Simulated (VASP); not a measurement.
# Re (Fm-3m) in VASP: relaxation of cell and atoms with revPBE

Aim: the relaxation of cell and atoms of Re with revPBE.

Everything below comes from runs of VASP 6.6.1. Logs are shortened: lines on timing, memory, paths and dates and some standing lists are left out, and cuts for length are marked.

**1. The cell of the first run**

The structure is cubic, space group Fm-3m (No. 225). Conventional cell: a = 3.890 Å, b = 3.890 Å, c = 3.890 Å, α = 90.00°, β = 90.00°, γ = 90.00°. Re (site symmetry m-3m) has 12 Re at 2.75 Å within 3.6 Å.

This isn't the form of Re at room conditions, which is hcp.

**2. Relaxation of cell and atoms, revPBE**

Contents of INCAR:

```
PREC = Accurate
ENCUT = 500
EDIFF = 1E-7
ISMEAR = -1
SIGMA = 0.1
LREAL = F
LASPH = T
NELM = 300
ALGO = All
ISIF = 3
LWAVE = F
LCHARG = F
GGA = RE
IBRION = 2
NSW = 80
EDIFFG = -0.01
GGA_COMPAT = F
NELMIN = 4
ISEARCH = 1
KPAR = 4
```

Contents of KPOINTS:

```
Automatic mesh
0
Gamma
  14 14 14
```

Contents of POSCAR:

```
Re
1.0
    0.0000000000      1.9449117208      1.9449117208
    1.9449117208      0.0000000000      1.9449117208
    1.9449117208      1.9449117208      0.0000000000
Re
1
Direct
    0.0000000000      0.0000000000      0.0000000000
```

Potentials or basis: VASP PAW PBE potentials, release 64 (Re).

Command:

```console
> cat potpaw_PBE.64/Re/POTCAR > POTCAR
> mpirun -np 4 vasp_std > vasp.out
```

OUTCAR:

```text
PREC = Accurate
   ENCUT = 500
   EDIFF = 1E-7
   ISMEAR = -1
   LREAL = F
   LASPH = T
   NELM = 300
   ISIF = 3
   GGA = RE
   IBRION = 2
   NSW = 80
   EDIFFG = -0.01
   NELMIN = 4

 ion  position               nearest neighbor table
   1  0.000  0.000  0.000-

  LATTYP: Found a face centered cubic cell.
 ALAT       =     3.8898234416

  Lattice vectors:

 A1 = (   0.0000000000,   1.9449117208,   1.9449117208)
 A2 = (   1.9449117208,   0.0000000000,   1.9449117208)
 A3 = (   1.9449117208,   1.9449117208,   0.0000000000)

Analysis of symmetry for initial positions (statically):
=====================================================================
 Subroutine PRICEL returns:
 Original cell was already a primitive cell.

 Routine SETGRP: Setting up the symmetry group for a
 face centered cubic supercell.

 Subroutine GETGRP returns: Found 48 space group operations
 (whereof 48 operations were pure point group operations)
 out of a pool of 48 trial point group operations.

The static configuration has the point symmetry O_h .

Analysis of symmetry for dynamics (positions and initial velocities):
=====================================================================
 Subroutine PRICEL returns:
 Original cell was already a primitive cell.

 Routine SETGRP: Setting up the symmetry group for a
 face centered cubic supercell.

 Subroutine GETGRP returns: Found 48 space group operations
 (whereof 48 operations were pure point group operations)
 out of a pool of 48 trial point group operations.

The dynamic configuration has the point symmetry O_h .

 Subroutine INISYM returns: Found 48 space group operations
 (whereof 48 operations are pure point group operations),
 and found     1 'primitive' translations

----------------------------------------------------------------------------------------

                                     Primitive cell

  volume of cell :      14.7140

  direct lattice vectors                    reciprocal lattice vectors
     0.000000000  1.944911721  1.944911721    -0.257081077  0.257081077  0.257081077
     1.944911721  0.000000000  1.944911721     0.257081077 -0.257081077  0.257081077
     1.944911721  1.944911721  0.000000000     0.257081077  0.257081077 -0.257081077

  length of vectors
     2.750520533  2.750520533  2.750520533     0.445277487  0.445277487  0.445277487

  position of ions in fractional coordinates (direct lattice)
     0.000000000  0.000000000  0.000000000

  ion indices of the primitive-cell ions
   primitive index   ion index
                 1           1

----------------------------------------------------------------------------------------

 KPOINTS: Automatic mesh

Automatic generation of k-mesh.
 Grid dimensions read from file:
 generate k-points for:   14   14   14

 Generating k-lattice:

  Cartesian coordinates                     Fractional coordinates (reciprocal lattice)
    -0.018362934  0.018362934  0.018362934     0.071428571  0.000000000  0.000000000
     0.018362934 -0.018362934  0.018362934     0.000000000  0.071428571  0.000000000
     0.018362934  0.018362934 -0.018362934     0.000000000  0.000000000  0.071428571

  Length of vectors
     0.031805535  0.031805535  0.031805535

  Shift w.r.t. Gamma in fractional coordinates (k-lattice)
     0.000000000  0.000000000  0.000000000

 Subroutine IBZKPT returns following result:
 ===========================================

 Found    104 irreducible k-points:

 Following reciprocal coordinates:
            Coordinates               Weight
  0.000000  0.000000  0.000000      1.000000
  0.071429  0.000000  0.000000      8.000000
  0.142857  0.000000  0.000000      8.000000
  0.214286  0.000000  0.000000      8.000000
  0.285714  0.000000  0.000000      8.000000
  0.357143  0.000000  0.000000      8.000000
[... 16 lines left out ...]
  0.214286  0.142857  0.000000     24.000000
  0.285714  0.142857  0.000000     24.000000
 [... further k-points ...]
   k-points           NKPTS =    104   k-points in BZ     NKDIM =    104   number of bands    NBANDS=      7
   number of dos      NEDOS =    301   number of ions     NIONS =      1
   total plane-waves  NPLWV =   8000
   dimension x,y,z NGX =    20 NGY =   20 NGZ =   20
   dimension x,y,z NGXF=    40 NGYF=   40 NGZF=   40
   ions per type =               1
   NGX,Y,Z   is equivalent  to a cutoff of  12.09, 12.09, 12.09 a.u.
   NGXF,Y,Z  is equivalent  to a cutoff of  24.18, 24.18, 24.18 a.u.
 SYSTEM =  unknown system
   PREC   = accura    normal or accurate (medium, high low for compatibility)
   ISTART =      0    job   : 0-new  1-cont  2-samecut
   ICHARG =      2    charge: 1-file 2-atom 10-const
   ISPIN  =      1    spin polarized calculation?
   LNONCOLLINEAR =      F non collinear calculations
   LSORBIT =      F    spin-orbit coupling
   LASPH  =      T    aspherical Exc in radial PAW
   ENCUT  =  500.0 eV  36.75 Ry    6.06 a.u.   5.01  5.01  5.01*2*pi/ulx,y,z
   NELM   =    300;   NELMIN=  4; NELMDL= -5     # of ELM steps
   EDIFF  = 0.1E-06   stopping-criterion for ELM
   LREAL  =      F    real-space projection
   EDIFFG = -.1E-01   stopping-criterion for IOM
   NSW    =     80    number of steps for IOM
   IBRION =      2    ionic relax: 0-MD 1-quasi-New 2-CG
   NFREE  =      1    steps in history (QN), initial steepest desc. (CG)
   ISIF   =      3    stress and relaxation
   ISYM   =      2    0-nonsym 1-usesym 2-fastsym
   POTIM  = 0.5000    time-step for ionic-motion
   TEBEG  =    0.0;   TEEND  =   0.0 temperature during run
   PSTRESS=    0.0 pullay stress
   NELECT =       7.0000    total number of electrons
   NUPDOWN=      -1.0000    fix difference up-down
   EMIN   =  10.00;   EMAX   =-10.00  energy-range for DOS
   EFERMI =   0.00;   METHOD = LEGACY
   ISMEAR =    -1;   SIGMA  =   0.10  broadening in eV -4-tet -1-fermi 0-gaus
   EFERMI_NEDOS =   21; number of points for ismear=-14 and -15
   IALGO  =     58    algorithm
   IMIX   =      4    mixing-type and parameters
     AMIX     =   0.40;   BMIX     =  1.00
     AMIX_MAG =   1.60;   BMIX_MAG =  1.00
  volume/ion in A,a.u.               =      14.71        99.29
  Fermi-wavevector in a.u.,A,eV,Ry     =   1.278000  2.415070 22.222188  1.633285
  Thomas-Fermi vector in A             =   2.410568
   LORBIT       =      0    0 simple, 1 ext, 2 COOP (PROOUT), +10 PAW based schemes
   GGA     = RE    functional components
   LHFCALC =     F    Hartree Fock is set to
   AEXX    =    0.0000 exact exchange contribution
   IVDW    =     0    specifies the selected vdW correction
   LEPSILON=     F    determine dielectric tensor
   LRPA    =     F    only Hartree local field effects (RPA)
 conjugate gradient relaxation of ions
 non-spin polarized calculation
  energy-cutoff  :      500.00
  volume of cell :       14.71
 maximum number of plane-waves:       388
   NGX =  9   NGY =  9   NGZ =  9

--------------------------------------- Ionic step        1  -------------------------------------------

 number of electron       7.0000001 magnetization

 Free energy of the ion-electron system (eV)
  ---------------------------------------------------
  ext. energy  EPLUGINS =         0.00000000
  ---------------------------------------------------
  free energy    TOTEN  =       -11.87856447 eV

  energy without entropy =      -11.84647443  energy(sigma->0) =      -11.86251945

------------------------ aborting loop because EDIFF is reached ----------------------------------------

  FORCE on cell =-STRESS in cart. coord.  units (eV):
  Direction    XX          YY          ZZ          XY          YZ          ZX
  --------------------------------------------------------------------------------------
  -------------------------------------------------------------------------------------
  Total        0.8886464      0.8886464      0.8886464      0.0000000      0.0000000     -0.0000000
  in kB       96.7631279     96.7631279     96.7631279      0.0000000      0.0000000     -0.0000000
  external PRESSURE =      96.7631279 kB  Pullay stress =       0.0000000 kB

 VOLUME and BASIS-vectors are now :
 -----------------------------------------------------------------------------
  energy-cutoff  :      500.00
  volume of cell :       14.71
      direct lattice vectors                 reciprocal lattice vectors
     0.000000000  1.944911721  1.944911721    -0.257081077  0.257081077  0.257081077
     1.944911721  0.000000000  1.944911721     0.257081077 -0.257081077  0.257081077
     1.944911721  1.944911721  0.000000000     0.257081077  0.257081077 -0.257081077
[... 71 lines left out ...]
 POSITION                                       TOTAL-FORCE (eV/Angst)
 -----------------------------------------------------------------------------------
      0.00000      0.00000      0.00000        -0.000000      0.000000      0.000000
 -----------------------------------------------------------------------------------
    total drift:                               -0.000000     -0.000000      0.000000

  FREE ENERGIE OF THE ION-ELECTRON SYSTEM (eV)
  ---------------------------------------------------
  free  energy   TOTEN  =       -11.8896466296 eV

  energy  without entropy=      -11.8566694317  energy(sigma->0) =      -11.87315803

--------------------------------------- Ionic step        4  -------------------------------------------

 number of electron       7.0000000 magnetization

 Free energy of the ion-electron system (eV)
  ---------------------------------------------------
  ext. energy  EPLUGINS =         0.00000000
  ---------------------------------------------------
  free energy    TOTEN  =       -11.88967104 eV

  energy without entropy =      -11.85673160  energy(sigma->0) =      -11.87320132

 E-fermi :   7.8991     XC(G=0): -13.5710

 val. band max:        7.8789282016   @ k =  -0.4286   0.4286   0.0714
 cond. band min:       7.9176360468   @ k =  -0.1429   0.1429   0.0000
 fundamental gap:      0.0387078452
 Fermi energy:         7.8991286004

 k-point     1 :       0.0000    0.0000    0.0000
  band No.  band energies     occupation
      1      -2.0537      2.00000
      2       6.0520      2.00000
      3       6.0520      2.00000
      4       6.0520      2.00000
      5       9.1230      0.00001
      6       9.1230      0.00001
      7      21.7481      0.00000

 k-point     2 :       0.0714    0.0000    0.0000
  band No.  band energies     occupation
      1      -1.8238      2.00000
      2       5.8973      2.00000
      3       6.1585      2.00000
      4       6.1585      2.00000
      5       9.0390      0.00002
      6       9.0390      0.00002
      7      22.1920      0.00000
[... 201 lines left out ...]
 k-point    23 :       0.2143    0.1429    0.0000
  band No.  band energies     occupation
      1      -0.1648      2.00000
      2       4.6624      2.00000
      3       6.8733      1.99993
      4       7.1316      1.99907
      5       7.8213      1.36885
      6       9.7354      0.00000
      7      24.6534      0.00000

 k-point    24 :       0.2857    0.1429    0.0000
  band No.  band energies     occupation
      1       0.7407      2.00000
      2       4.4157      2.00000
      3       6.3291      2.00000
      4       7.2537      1.99684
      5       8.6802      0.00081
      6      10.1934      0.00000
      7      23.1250      0.00000

 [... further k-points ...]

------------------------ aborting loop because EDIFF is reached ----------------------------------------

  FORCE on cell =-STRESS in cart. coord.  units (eV):
  Direction    XX          YY          ZZ          XY          YZ          ZX
  --------------------------------------------------------------------------------------
  -------------------------------------------------------------------------------------
  Total       -0.0011786     -0.0011786     -0.0011786      0.0000000      0.0000000      0.0000000
  in kB       -0.1251166     -0.1251166     -0.1251166      0.0000000      0.0000000      0.0000000
  external PRESSURE =      -0.1251166 kB  Pullay stress =       0.0000000 kB

 VOLUME and BASIS-vectors are now :
 -----------------------------------------------------------------------------
  energy-cutoff  :      500.00
  volume of cell :       15.09
      direct lattice vectors                 reciprocal lattice vectors
     0.000000000  1.961465609  1.961465609    -0.254911428  0.254911428  0.254911428
     1.961465609  0.000000000  1.961465609     0.254911428 -0.254911428  0.254911428
     1.961465609  1.961465609 -0.000000000     0.254911428  0.254911428 -0.254911428

 POSITION                                       TOTAL-FORCE (eV/Angst)
 -----------------------------------------------------------------------------------
      0.00000      0.00000      0.00000         0.000000      0.000000     -0.000000
 -----------------------------------------------------------------------------------
    total drift:                               -0.000000     -0.000000     -0.000000

  FREE ENERGIE OF THE ION-ELECTRON SYSTEM (eV)
  ---------------------------------------------------
  free  energy   TOTEN  =       -11.8896710435 eV

  energy  without entropy=      -11.8567315866  energy(sigma->0) =      -11.87320132

 reached required accuracy - stopping structural energy minimisation
```

It took 32 s on 4 MPI ranks of AMD EPYC 7R43 (Zen 3), shared host; peak memory 0.11 GiB.

What came out:

```
Free energy                           : -11.8897 eV
Relaxed volume                        : 15.09 Å³/atom
Relaxed cell                          : a = 2.774 Å, b = 2.774 Å, c = 2.774 Å, α = 60.00°, β = 60.00°, γ = 60.00°
Space group after relaxing (to 0.1 Å) : Fm-3m (No. 225)
Energy gained by relaxing             : 11.1 meV/atom
Ionic steps                           : 4
Pressure after relaxing               : 0.0 GPa
Band gap on the k mesh                : zero (an odd number of electrons rules out a gap without spin polarisation)
```

Step by step:
| step | energy change (eV) | largest force (eV/Å) | pressure (GPa) | volume (Å³) |
| --- | --- | --- | --- | --- |
| 1 | 0.0000 | 0.0000 | 9.68 | 14.71 |
| 2 | 0.1461 | 0.0000 | -28.66 | 16.69 |
| 3 | -0.0111 | 0.0000 | -0.41 | 15.11 |
| 4 | -0.0111 | 0.0000 | -0.01 | 15.09 |

Final structure:
```
Re
1.0
     0.00000    1.96147    1.96147
     1.96147    0.00000    1.96147
     1.96147    1.96147    0.00000
Re
1
Direct
  0.00000 0.00000 0.00000
```

Levels at points of the mesh, in eV from the Fermi level:
```csv
k point,band 1,band 2,band 3,band 4,band 5,band 6,band 7
"(0.00, 0.00, 0.00)",-9.95,-1.85,-1.85,-1.85,1.22,1.22,13.85
"(0.50, 0.00, 0.00)",-6.70,-2.04,-2.04,0.16,3.67,3.67,9.62
"(0.50, 0.50, 0.00)",-6.61,-5.76,2.68,3.63,4.38,4.38,12.06
```

Caveat: the PAW data sets were made with another functional, which shifts forces and pressure a little; spin-orbit coupling is left out, which moves the levels of the heavy elements.

The gap in the log of VASP goes by the Fermi energy; the results here count the filled bands.